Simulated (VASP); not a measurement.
# OsRu8Au11 (P1) in VASP: single point with r2SCAN

Aim: the single point of OsRu8Au11 with r2SCAN.

Program: VASP 6.6.1. These are calculated values, not measurements. Logs are shortened: lines on timing, memory, paths and dates and some standing lists are left out, and cuts for length are marked.

### 1 The cell of the first run

The typed cell holds 20 atoms: a = 6.610 Å, b = 6.777 Å, c = 7.452 Å, α = 76.92°, β = 76.96°, γ = 87.64°.

### 2 Single point, r2SCAN

The input, POSCAR:

```
OsRu8Au11
1.0
    4.1428568480     -2.3693262111     -4.5730477418
    4.2492605867     -2.4116098795      4.6956879537
   -1.4756238131     -7.3046639520      0.0177044761
Ru Os Au
8 1 11
Direct
    0.9513715753      0.1436723481      0.4041177320
    0.6497758236      0.8794408009      0.6198338883
    0.8552563590      0.0774604236      0.7879415125
    0.3434989326      0.6130568817      0.7948958756
    0.1459635640      0.9200471419      0.1823172269
    0.9692161727      0.7250856565     -0.0229385406
    0.7600657755      0.5362282278      0.7970953058
    0.2508341039     -0.0175226323      0.8083920344
    0.0396185844      0.8173898874      0.6189268036
    0.1342374414      0.3835119194      0.6115889282
    0.4156425547      0.6936017939      0.4073173912
    0.2304194300      0.4860274934      0.1962149385
    0.0353148016      0.2912707575     -0.0019687677
    0.7350140959      0.9858398909      0.2029493534
    0.5358404399      0.7941503941      1.0054245742
    0.8681078458      0.6151786199      0.4004014697
    0.5765951307      0.3047937116      0.5998142653
    0.3608314267      0.1040164349      0.4078003252
    0.6666039729      0.4166031876      0.2007656097
    0.4660790537      0.2180621783     -0.0149135458
```

The input, INCAR.step1:

```
SYSTEM = OsRu8Au11
  ALGO = Normal
  EDIFF = 1E-4
  ENCUT = 520
  GGA = PE
  ISMEAR = 0
  ISYM = 0
  LASPH = .True.
  LCHARG = .False.
  LREAL = Auto
  LWAVE = .True.
  NBANDS = 136
  NELM = 80
  PREC = Accurate
  SIGMA = 0.1
```

The input, INCAR.step2:

```
SYSTEM = OsRu8Au11
  ALGO = Normal
  EDIFF = 1E-6
  ENCUT = 520
  ISIF = 2
  ISMEAR = 0
  ISTART = 1
  ISYM = 0
  LASPH = .True.
  LCHARG = .True.
  LELF = .True.
  LMIXTAU = .True.
  LREAL = Auto
  LVHAR = .True.
  LWAVE = .False.
  METAGGA = R2SCAN
  NBANDS = 136
  NELM = 80
  PREC = Accurate
  SIGMA = 0.1
```

The input, KPOINTS:

```
Automatic mesh
0
Gamma
  2 2 2
  0.5 0.5 0.5
```

Potentials or basis: VASP PAW PBE potentials, release 64 (Ru_pv, Os, Au).

Launch:

```sh
cat potpaw_PBE.64/Ru_pv/POTCAR potpaw_PBE.64/Os/POTCAR potpaw_PBE.64/Au/POTCAR > POTCAR
cp INCAR.step1 INCAR
mpirun -np 1 vasp_std > vasp.out
cp INCAR.step2 INCAR
mpirun -np 1 vasp_std > vasp.out
```

OUTCAR:

```text
SYSTEM = OsRu8Au11
   EDIFF = 1E-6
   ENCUT = 520
   ISIF = 2
   ISMEAR = 0
   ISTART = 1
   ISYM = 0
   LASPH = .True.
   LREAL = Auto
   METAGGA = R2SCAN
   NELM = 80
   PREC = Accurate

 ion  position               nearest neighbor table
   1  0.951  0.144  0.404-   9 2.55   5 2.59  14 2.69   2 2.70  18 2.71   3 2.72  17 2.89  13 2.90
                            12 2.94  10 2.94  19 3.00  16 3.21
   2  0.650  0.879  0.620-   7 2.57   9 2.59   3 2.63   4 2.67   1 2.70  15 2.73  16 2.83   8 2.83
                            17 2.88  18 2.91  11 2.94  14 2.95
   3  0.855  0.077  0.788-   9 2.51   2 2.63   6 2.66   8 2.70   1 2.72  10 2.72  17 2.77  13 2.82
                            15 2.86  20 2.90  14 2.94   7 3.16
   4  0.343  0.613  0.795-   8 2.57   2 2.67   6 2.71  15 2.74  11 2.75   7 2.78   9 2.79  12 2.85
                            10 2.86  20 2.91  13 2.95  17 2.99
   5  0.146  0.920  0.182-   1 2.59   8 2.65   6 2.70  14 2.71  13 2.74  16 2.78  15 2.81  11 2.88
                            20 2.88  18 2.93  12 2.95   9 3.09
   6  0.969  0.725  0.977-   8 2.51   9 2.54   3 2.66   7 2.67   5 2.70   4 2.71  12 2.85  15 2.85
                            14 2.88  19 2.90  13 2.93  16 3.00
   7  0.760  0.536  0.797-   2 2.57   9 2.62   6 2.67  15 2.76   4 2.78  16 2.81  10 2.83  17 2.85
                            20 2.85  13 2.86  19 2.86   3 3.16
   8  0.251  0.982  0.808-   6 2.51   4 2.57   9 2.63   5 2.65   3 2.70  15 2.75   2 2.83  18 2.84
                            20 2.88  13 2.93  10 2.94  17 3.03
   9  0.040  0.817  0.619-   3 2.51   6 2.54   1 2.55   2 2.59   7 2.62   8 2.63  16 2.79   4 2.79
[... 9 lines left out ...]
  14  0.735  0.986  0.203-   1 2.69   5 2.71  15 2.73  18 2.79  16 2.82  13 2.85  20 2.86  11 2.87
                             6 2.88  19 2.93   3 2.94   2 2.95
  15  0.536  0.794  0.005-   2 2.73  14 2.73   4 2.74   8 2.75   7 2.76   5 2.81  19 2.85  11 2.85
                             6 2.85   3 2.86  12 2.86  20 2.87
  16  0.868  0.615  0.400-  12 2.76   5 2.78  19 2.78   9 2.79   7 2.81  10 2.82  17 2.82  14 2.82
                             2 2.83   6 3.00  11 3.01   1 3.21
  17  0.577  0.305  0.600-  20 2.73   3 2.77  18 2.81  16 2.82  19 2.83   7 2.85   2 2.88   1 2.89
                            10 2.94  11 2.98   4 2.99   8 3.03
  18  0.361  0.104  0.408-   1 2.71  14 2.79  11 2.79  17 2.81   8 2.84  10 2.86   9 2.86  19 2.90
                             2 2.91  12 2.92   5 2.93  20 2.99
  19  0.667  0.417  0.201-  13 2.77  16 2.78  17 2.83  15 2.85   7 2.86  20 2.87   6 2.90  18 2.90
                            12 2.91  11 2.92  14 2.93   1 3.00
  20  0.466  0.218  0.985-  17 2.73   7 2.85  13 2.85  12 2.86  14 2.86  15 2.87  19 2.87   8 2.88
                             5 2.88   3 2.90   4 2.91  18 2.99

IMPORTANT INFORMATION: All symmetrisations will be switched off!
NOSYMM: (Re-)initialisation of all symmetry stuff for point group C_1.

----------------------------------------------------------------------------------------

                                     Primitive cell

  volume of cell :     316.7389

  direct lattice vectors                    reciprocal lattice vectors
     4.142856848 -2.369326211 -4.573047742     0.108157636 -0.022113800 -0.109232096
     4.249260587 -2.411609879  4.695687954     0.105596531 -0.021073357  0.106581211
    -1.475623813 -7.304663952  0.017704476    -0.069944129 -0.122768752  0.000242881

  length of vectors
     6.609821118  6.776545071  7.452240907     0.155302109  0.151506661  0.141295459

  position of ions in fractional coordinates (direct lattice)
     0.951371575  0.143672348  0.404117732
     0.649775824  0.879440801  0.619833888
     0.855256359  0.077460424  0.787941512
     0.343498933  0.613056882  0.794895876
     0.145963564  0.920047142  0.182317227
     0.969216173  0.725085656  0.977061459
[... 12 lines left out ...]
     0.666603973  0.416603188  0.200765610
     0.466079054  0.218062178  0.985086454

  ion indices of the primitive-cell ions
   primitive index   ion index
                 1           1
                 2           2
                 3           3
                 4           4
                 5           5
                 6           6
[... 12 lines left out ...]
                19          19
                20          20

----------------------------------------------------------------------------------------

 KPOINTS: Automatic mesh

Automatic generation of k-mesh.
 Grid dimensions read from file:
 generate k-points for:    2    2    2

 Generating k-lattice:

  Cartesian coordinates                     Fractional coordinates (reciprocal lattice)
     0.054078818 -0.011056900 -0.054616048     0.500000000  0.000000000 -0.000000000
     0.052798265 -0.010536678  0.053290606     0.000000000  0.500000000 -0.000000000
    -0.034972065 -0.061384376  0.000121441     0.000000000  0.000000000  0.500000000

  Length of vectors
     0.077651055  0.075753330  0.070647729

  Shift w.r.t. Gamma in fractional coordinates (k-lattice)
     0.500000000  0.500000000  0.500000000

 Subroutine IBZKPT returns following result:
 ===========================================

 Found      4 irreducible k-points:

 Following reciprocal coordinates:
            Coordinates               Weight
  0.250000  0.250000  0.250000      2.000000
 -0.250000  0.250000  0.250000      2.000000
  0.250000 -0.250000  0.250000      2.000000
 -0.250000 -0.250000  0.250000      2.000000
   k-points           NKPTS =      4   k-points in BZ     NKDIM =      4   number of bands    NBANDS=    136
   number of dos      NEDOS =    301   number of ions     NIONS =     20
   total plane-waves  NPLWV = 140000
   dimension x,y,z NGX =    50 NGY =   50 NGZ =   56
   dimension x,y,z NGXF=   100 NGYF=  100 NGZF=  112
   ions per type =               8   1  11
   NGX,Y,Z   is equivalent  to a cutoff of  12.58, 12.27, 12.49 a.u.
   NGXF,Y,Z  is equivalent  to a cutoff of  25.15, 24.53, 24.99 a.u.
 SYSTEM =  OsRu8Au11
   PREC   = accura    normal or accurate (medium, high low for compatibility)
   ISTART =      1    job   : 0-new  1-cont  2-samecut
   ICHARG =      0    charge: 1-file 2-atom 10-const
   ISPIN  =      1    spin polarized calculation?
   LNONCOLLINEAR =      F non collinear calculations
   LSORBIT =      F    spin-orbit coupling
   LASPH  =      T    aspherical Exc in radial PAW
   ENCUT  =  520.0 eV  38.22 Ry    6.18 a.u.  12.29 12.60 13.86*2*pi/ulx,y,z
   NELM   =     80;   NELMIN=  2; NELMDL=  0     # of ELM steps
   EDIFF  = 0.1E-05   stopping-criterion for ELM
   LREAL  =      T    real-space projection
   EDIFFG = 0.1E-04   stopping-criterion for IOM
   NSW    =      0    number of steps for IOM
   IBRION =     -1    ionic relax: 0-MD 1-quasi-New 2-CG
   NFREE  =      0    steps in history (QN), initial steepest desc. (CG)
   ISIF   =      2    stress and relaxation
   ISYM   =      0    0-nonsym 1-usesym 2-fastsym
   POTIM  = 0.5000    time-step for ionic-motion
   TEBEG  =    0.0;   TEEND  =   0.0 temperature during run
   PSTRESS=    0.0 pullay stress
   NELECT =     241.0000    total number of electrons
   NUPDOWN=      -1.0000    fix difference up-down
   EMIN   =  10.00;   EMAX   =-10.00  energy-range for DOS
   EFERMI =   0.00;   METHOD = LEGACY
   ISMEAR =     0;   SIGMA  =   0.10  broadening in eV -4-tet -1-fermi 0-gaus
   EFERMI_NEDOS =   21; number of points for ismear=-14 and -15
   IALGO  =     38    algorithm
   IMIX   =      4    mixing-type and parameters
     AMIX     =   0.40;   BMIX     =  1.00
     AMIX_MAG =   1.60;   BMIX_MAG =  1.00
  volume/ion in A,a.u.               =      15.84       106.87
  Fermi-wavevector in a.u.,A,eV,Ry     =   1.494560  2.824309 30.391470  2.233710
  Thomas-Fermi vector in A             =   2.606817
   LORBIT       =      0    0 simple, 1 ext, 2 COOP (PROOUT), +10 PAW based schemes
   METAGGA = R2SCAN    functional components
   LHFCALC =     F    Hartree Fock is set to
   AEXX    =    0.0000 exact exchange contribution
   IVDW    =     0    specifies the selected vdW correction
   LEPSILON=     F    determine dielectric tensor
   LRPA    =     F    only Hartree local field effects (RPA)
 non-spin polarized calculation
 Gauss-broadening in eV      SIGMA  =   0.10
  energy-cutoff  :      520.00
  volume of cell :      316.74
 maximum number of plane-waves:      8534
 NGX is ok and might be reduce to    50
   NGX = 25   NGY = 25   NGZ = 27

 number of electron     241.0000002 magnetization

 Free energy of the ion-electron system (eV)
  ---------------------------------------------------
  ext. energy  EPLUGINS =         0.00000000
  ---------------------------------------------------
  free energy    TOTEN  =      -805.95539942 eV

  energy without entropy =     -805.85299182  energy(sigma->0) =     -805.90419562

 E-fermi :  10.2239     XC(G=0): -14.1965

 val. band max:       10.2181826688   @ k =   0.2500   0.2500   0.2500
 cond. band min:      10.2667467191   @ k =  -0.2500  -0.2500   0.2500
 fundamental gap:      0.0485640503
 Fermi energy:        10.2239282157

 k-point     1 :       0.2500    0.2500    0.2500
  band No.  band energies     occupation
      1     -34.4320      2.00000
      2     -34.3236      2.00000
      3     -34.2491      2.00000
      4     -34.2288      2.00000
      5     -34.1781      2.00000
      6     -34.1135      2.00000
[... 124 lines left out ...]
    131      11.2850      0.00000
    132      11.4311      0.00000

 k-point     2 :      -0.2500    0.2500    0.2500
  band No.  band energies     occupation
      1     -34.4316      2.00000
      2     -34.3243      2.00000
      3     -34.2417      2.00000
      4     -34.2330      2.00000
      5     -34.1845      2.00000
      6     -34.1128      2.00000
[... 124 lines left out ...]
    131      11.3232      0.00000
    132      11.4219      0.00000

 k-point     3 :       0.2500   -0.2500    0.2500
  band No.  band energies     occupation
      1     -34.4320      2.00000
      2     -34.3231      2.00000
      3     -34.2462      2.00000
      4     -34.2304      2.00000
      5     -34.1816      2.00000
      6     -34.1137      2.00000
[... 124 lines left out ...]
    131      11.3874      0.00000
    132      11.4765      0.00000

 k-point     4 :      -0.2500   -0.2500    0.2500
  band No.  band energies     occupation
      1     -34.4317      2.00000
      2     -34.3242      2.00000
      3     -34.2465      2.00000
      4     -34.2313      2.00000
      5     -34.1803      2.00000
      6     -34.1126      2.00000
[... 124 lines left out ...]
    131      11.3812      0.00000
    132      11.7291      0.00000
 [bands above 132 left out]

------------------------ aborting loop because EDIFF is reached ----------------------------------------

  FORCE on cell =-STRESS in cart. coord.  units (eV):
  Direction    XX          YY          ZZ          XY          YZ          ZX
  --------------------------------------------------------------------------------------
  -------------------------------------------------------------------------------------
  Total        1.3681261      1.3364970      1.3262018     -0.0198212     -0.0119311      0.0430876
  in kB        6.9204663      6.7604750      6.7083982     -0.1002625     -0.0603516      0.2179522
  external PRESSURE =       6.7964465 kB  Pullay stress =       0.0000000 kB

 VOLUME and BASIS-vectors are now :
 -----------------------------------------------------------------------------
  energy-cutoff  :      520.00
  volume of cell :      316.74
      direct lattice vectors                 reciprocal lattice vectors
     4.142856848 -2.369326211 -4.573047742     0.108157636 -0.022113800 -0.109232096
     4.249260587 -2.411609879  4.695687954     0.105596531 -0.021073357  0.106581211
    -1.475623813 -7.304663952  0.017704476    -0.069944129 -0.122768752  0.000242881

 POSITION                                       TOTAL-FORCE (eV/Angst)
 -----------------------------------------------------------------------------------
      3.95557     -5.55254     -3.66887         0.043862      0.008960      0.055226
      5.51426     -8.18808      1.16910        -0.001474      0.035217      0.057424
      2.70965     -7.96883     -3.53345         0.013517     -0.051109      0.072149
      2.85514     -8.09876      1.32196        -0.031656      0.008776     -0.041572
      4.24519     -3.89640      3.65598         0.000235     -0.011794     -0.017902
      5.65463    -11.18212     -1.01020        -0.078094     -0.037935     -0.012970
[... 12 lines left out ...]
      4.23565     -4.05061     -1.08862        -0.004340     -0.003363      0.000496
      1.40388     -8.82590     -1.09001        -0.001135     -0.007275     -0.001656
 -----------------------------------------------------------------------------------
    total drift:                                0.000941      0.002545     -0.004341

  FREE ENERGIE OF THE ION-ELECTRON SYSTEM (eV)
  ---------------------------------------------------
  free  energy   TOTEN  =      -805.9553994249 eV

  energy  without entropy=     -805.8529918231  energy(sigma->0) =     -805.90419562
```

Wall time 23 min (1 thread of Intel Xeon Platinum 8259CL at 2.50GHz (Skylake/Cascade Lake), shared host); peak memory 0.47 GiB.

What came out:

```
Free energy            : -805.9554 eV
Pressure               : 0.7 GPa
Largest force          : 0.111 eV/Å
Band gap on the k mesh : zero (an odd number of electrons rules out a gap without spin polarisation)
```

Forces on the atoms (eV/Å):
```
Ru   0.044  0.009  0.055
Ru  -0.001  0.035  0.057
Ru   0.014 -0.051  0.072
Ru  -0.032  0.009 -0.042
Ru   0.000 -0.012 -0.018
Ru  -0.078 -0.038 -0.013
Ru  -0.057  0.002 -0.026
Ru   0.081 -0.031  0.013
Os   0.033  0.065 -0.083
Au  -0.001  0.006 -0.017
Au   0.011  0.009 -0.018
Au  -0.003 -0.007 -0.007
Au   0.009  0.004  0.007
Au  -0.008  0.003  0.014
Au  -0.007 -0.018  0.002
Au  -0.011  0.019 -0.003
Au   0.000  0.002  0.009
Au   0.011  0.004 -0.001
Au  -0.004 -0.003  0.000
Au  -0.001 -0.007 -0.002
```

Levels at points of the mesh, in eV from the Fermi level:
```csv
k point,band 118,band 119,band 120,band 121,band 122,band 123,band 124,band 125
"(0.25, 0.25, 0.25)",-0.36,-0.22,-0.09,-0.01,0.06,0.18,0.36,0.43
```

Caveat: the k points lie up to 0.49 Å⁻¹ apart, too coarse for converged energies and pressures of a metal; the PAW data sets were made with another functional, which shifts forces and pressure a little; spin-orbit coupling is left out, which moves the levels of the heavy elements.

The gap in the log of VASP goes by the Fermi energy; the results here count the filled bands.